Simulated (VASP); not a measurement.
# Sb (P6_3/mmc) in VASP: settings compared, part 2 of 2

VASP 6.6.1. Earlier steps stand in the parts before.

**4. Single point, PBE**

File INCAR:

```
SYSTEM = Sb
PREC = Accurate
ENCUT = 520
EDIFF = 1E-6
ISMEAR = 0
SIGMA = 0.011
LREAL = .False.
LASPH = .True.
NELM = 60
ALGO = Normal
ISIF = 2
LWAVE = .False.
LCHARG = .False.
GGA = PE
NBANDS = 12
```

File KPOINTS:

```
regular mesh
0
Gamma
  9 9 5
  0 0 0
```

File POSCAR:

```
Sb
1.0
    3.3545324186      0.0000000000      0.0000000000
   -1.6772662093      2.9051102923      0.0000000000
    0.0000000000      0.0000000000      5.4701606500
Sb
2
Direct
    0.6666666667      0.3333333333      0.7500000000
    0.3333333333      0.6666666667      0.2500000000
```

Potentials or basis: VASP PAW PBE potentials, release 64 (Sb).

Started as:

```sh
cat potpaw_PBE.64/Sb/POTCAR > POTCAR
mpirun -np 1 vasp_std > vasp.out
```

OUTCAR:

```text
SYSTEM = Sb
   PREC = Accurate
   ENCUT = 520
   EDIFF = 1E-6
   ISMEAR = 0
   LREAL = .False.
   LASPH = .True.
   NELM = 60
   ISIF = 2
   GGA = PE

 ion  position               nearest neighbor table
   1  0.667  0.333  0.750-   2 3.35   2 3.35   2 3.35   2 3.35   2 3.35   2 3.35
   2  0.333  0.667  0.250-   1 3.35   1 3.35   1 3.35   1 3.35   1 3.35   1 3.35

  LATTYP: Found a hexagonal cell.
 ALAT       =     3.3545324186
 C/A-ratio  =     1.6306775334

  Lattice vectors:

 A1 = (   3.3545324186,   0.0000000000,   0.0000000000)
 A2 = (  -1.6772662093,   2.9051102923,   0.0000000000)
 A3 = (   0.0000000000,   0.0000000000,   5.4701606500)

Analysis of symmetry for initial positions (statically):
=====================================================================
 Subroutine PRICEL returns:
 Original cell was already a primitive cell.

 Routine SETGRP: Setting up the symmetry group for a
 hexagonal supercell.

 Subroutine GETGRP returns: Found 24 space group operations
 (whereof 12 operations were pure point group operations)
 out of a pool of 24 trial point group operations.

The static configuration has the point symmetry D_3d.
 The point group associated with its full space group is D_6h.

[... 168 lines left out ...]

 k-point     1 :       0.0000    0.0000    0.0000
  band No.  band energies     occupation
      1      -4.3482      2.00000
      2      -0.5196      2.00000
      3       2.7740      2.00000
      4      12.2634      0.00000
      5      12.2634      0.00000
      6      13.9108      0.00000
      7      13.9108      0.00000
      8      14.1546      0.00000
      9      16.3787      0.00000
     10      17.6061      0.00000
     11      18.6203      0.00000
     12      18.6203      0.00000
[... 331 lines left out ...]
 k-point    24 :       0.3333    0.3333    0.2000
  band No.  band energies     occupation
      1       0.5861      2.00000
      2       0.5861      2.00000
      3       4.3625      2.00000
      4       5.3972      2.00000
      5       5.3972      2.00000
      6       6.9853      2.00000
      7       9.3507      0.00000
      8       9.3507      0.00000
      9      13.1693      0.00000
     10      19.0601      0.00000
     11      19.0601      0.00000
     12      20.8607      0.00000

 [... further k-points ...]
[... 5 lines left out ...]
  --------------------------------------------------------------------------------------
  -------------------------------------------------------------------------------------
  Total        0.3586129      0.3586129      0.6470785      0.0000000      0.0000000      0.0000000
  in kB       10.7780907     10.7780907     19.4479063      0.0000000      0.0000000      0.0000000
  external PRESSURE =      13.6680292 kB  Pullay stress =       0.0000000 kB

 VOLUME and BASIS-vectors are now :
 -----------------------------------------------------------------------------
  energy-cutoff  :      520.00
  volume of cell :       53.31
      direct lattice vectors                 reciprocal lattice vectors
     3.354532419  0.000000000  0.000000000     0.298104139  0.172110505  0.000000000
    -1.677266209  2.905110292  0.000000000     0.000000000  0.344221010  0.000000000
     0.000000000  0.000000000  5.470160650     0.000000000  0.000000000  0.182809987

 POSITION                                       TOTAL-FORCE (eV/Angst)
 -----------------------------------------------------------------------------------
      1.67727      0.96837      4.10262         0.000000     -0.000000      0.000000
     -0.00000      1.93674      1.36754        -0.000000      0.000000      0.000000
 -----------------------------------------------------------------------------------
    total drift:                                0.000000     -0.000000      0.000000

  FREE ENERGIE OF THE ION-ELECTRON SYSTEM (eV)
  ---------------------------------------------------
  free  energy   TOTEN  =        -7.7197398188 eV

  energy  without entropy=       -7.7194595436  energy(sigma->0) =       -7.71959968
```

OSZICAR:

```text
N       E                     dE             d eps       ncg     rms          rms(c)
DAV:   1     0.336796180482E+02    0.33680E+02   -0.35225E+03   864   0.659E+02
DAV:   2    -0.581764875671E+01   -0.39497E+02   -0.38281E+02  1156   0.108E+02
DAV:   3    -0.771391057624E+01   -0.18963E+01   -0.18873E+01  1112   0.262E+01
DAV:   4    -0.772902507791E+01   -0.15115E-01   -0.15113E-01  1000   0.278E+00
DAV:   5    -0.772917647409E+01   -0.15140E-03   -0.15140E-03  1024   0.312E-01    0.246E+00
DAV:   6    -0.772285853703E+01    0.63179E-02   -0.37414E-03   988   0.317E-01    0.140E+00
DAV:   7    -0.771970168356E+01    0.31569E-02   -0.71778E-03   924   0.441E-01    0.466E-02
DAV:   8    -0.771973878096E+01   -0.37097E-04   -0.13536E-04  1044   0.812E-02    0.152E-02
DAV:   9    -0.771974135235E+01   -0.25714E-05   -0.41076E-06   972   0.146E-02    0.312E-03
DAV:  10    -0.771974030701E+01    0.10453E-05   -0.40638E-07   640   0.353E-03    0.240E-03
DAV:  11    -0.771973981880E+01    0.48821E-06   -0.30876E-08   508   0.120E-03
   1 F= -.77197398E+01 E0= -.77195997E+01  d E =-.280275E-03
```

Run time: 26 s. Hardware: 1 thread of Intel Xeon 6975P-C, shared host; peak memory 0.17 GiB.

What came out:

```yaml
Free_energy: -7.7197 eV
Pressure: 1.4 GPa
Band_gap_on_the_k_mesh: zero (band 5 reaches 12.82 eV, above the bottom of band 6 at 5.89 eV)
```

Caveat: spin-orbit coupling is left out, which moves the levels of the heavy elements.

**5. Single point, LDA**

File INCAR:

```
SYSTEM = Sb
ALGO     = Normal         ! electronic algorithm
EDIFF    = 1E-6           ! SCF threshold, eV
ENCUT    = 520            ! plane-wave cutoff, eV
ISIF     = 2              ! what is computed and relaxed
ISMEAR   = -1             ! smearing method
LASPH    = .TRUE.         ! aspherical terms in the spheres
LCHARG   = .FALSE.        ! write CHGCAR
LREAL    = .FALSE.        ! projectors in reciprocal space
LWAVE    = .FALSE.        ! write WAVECAR
NBANDS   = 12             ! bands
NELM     = 80             ! most SCF steps
PREC     = Accurate       ! precision mode
SIGMA    = 0.05           ! smearing width, eV
```

File KPOINTS:

```
k-points
0
G
  9 9 5
  0 0 0
```

POSCAR is that of step 4.

Potentials or basis: VASP PAW LDA potentials, release 64 (Sb).

Started as:

```sh
cat potpaw_LDA.64/Sb/POTCAR > POTCAR
mpirun -np 1 vasp_std > vasp.out
```

Wall time 22 s (1 thread of Intel Xeon 6975P-C, shared host); peak memory 0.16 GiB.

Results (log left out):

* Free energy: -9.1439 eV
* Pressure: -2.7 GPa
* Band gap on the k mesh: zero (band 5 reaches 12.63 eV, above the bottom of band 6 at 5.80 eV)

Stress tensor (GPa, compression positive):
```
-2.53  0.00  0.00
 0.00 -2.53  0.00
 0.00  0.00 -2.89
```

Levels at points of the mesh, in eV from the Fermi level:
```csv
k point,band 3,band 4,band 5,band 6,band 7,band 8
"(0.00, 0.00, 0.00)",-5.75,3.64,3.64,5.27,5.27,5.50
```

Caveat: spin-orbit coupling is left out, which moves the levels of the heavy elements.

**6. Single point, PBE**

This run uses another cell than the first one, of 27.36 Å³/atom, 1.026 times its volume.

File INCAR:

```
PREC = Accurate
ENCUT = 520
EDIFF = 1E-7
ISMEAR = -1
SIGMA = 0.05
LREAL = False
LASPH = True
NELM = 80
ALGO = Normal
ISIF = 2
LWAVE = False
LCHARG = True
GGA = PE
LELF = True
LVHAR = True
NBANDS = 12
```

File KPOINTS:

```
regular mesh
0
Gamma
  9 9 5
```

File POSCAR:

```
Sb
1.0
    3.4448970939      0.0000000000      0.0000000000
   -1.7224485469      2.9833683967      0.0000000000
    0.0000000000      0.0000000000      5.3241689240
Sb
2
Direct
    0.6666666667      0.3333333333      0.7500000000
    0.3333333333      0.6666666667      0.2500000000
```

Potentials or basis: VASP PAW PBE potentials, release 64 (Sb).

Started as:

```sh
cat potpaw_PBE.64/Sb/POTCAR > POTCAR
mpirun -np 1 vasp_std > vasp.out
```

Run time: 32 s. Hardware: 1 thread of Intel Xeon 6975P-C, shared host; peak memory 0.18 GiB.

The run converged. Its results:

```
Free energy            : -7.7349 eV
Pressure               : -0.1 GPa
Band gap on the k mesh : zero (band 5 reaches 11.82 eV, above the bottom of band 6 at 5.74 eV)
```

Levels at points of the mesh, in eV from the Fermi level:
```
           k point  band 1  band 2  band 3  band 4  band 5  band 6  band 7  band 8  band 9  band 10
(0.00, 0.00, 0.00)  -12.82   -8.63   -5.62    2.90    2.90    4.69    4.69    5.97    6.93     8.62
```

Caveat: spin-orbit coupling is left out, which moves the levels of the heavy elements.

**7. Summary**

| level | potentials or basis | cell | smearing | gap on the mesh (eV) | pressure (GPa) |
| --- | --- | --- | --- | --- | --- |
| PBE | VASP PAW PBE potentials, release 64 (Sb) | a = 3.355, b = 3.355, c = 5.470 Å, angles 90.0, 90.0, 120.0°, 2 atoms | fermi-dirac 0.05 eV | none | 1.3 |
| PBE | VASP PAW PBE potentials, release 64 (Sb) | a = 3.420, b = 3.420, c = 5.577 Å, angles 90.0, 90.0, 120.0°, 2 atoms | fermi-dirac 0.05 eV | none | -2.0 |
| PBE | VASP PAW PBE potentials, release 64 (Sb) | a = 3.355, b = 3.355, c = 5.470 Å, angles 90.0, 90.0, 120.0°, 2 atoms | gaussian 0.011 eV | none | 1.4 |
| LDA | VASP PAW LDA potentials, release 64 (Sb) | a = 3.355, b = 3.355, c = 5.470 Å, angles 90.0, 90.0, 120.0°, 2 atoms | fermi-dirac 0.05 eV | none | -2.7 |
| PBE | VASP PAW PBE potentials, release 64 (Sb) | a = 3.445, b = 3.445, c = 5.324 Å, angles 90.0, 90.0, 120.0°, 2 atoms | fermi-dirac 0.05 eV | none | -0.1 |

Alike in all rows: task single point; no spin polarisation; k mesh 9 × 9 × 5; cutoff (eV) 520.

Caveats: spin-orbit coupling is left out, which moves the levels of the heavy elements.

Total energies depend on the potentials used, so only differences within one code and one set of settings carry meaning.
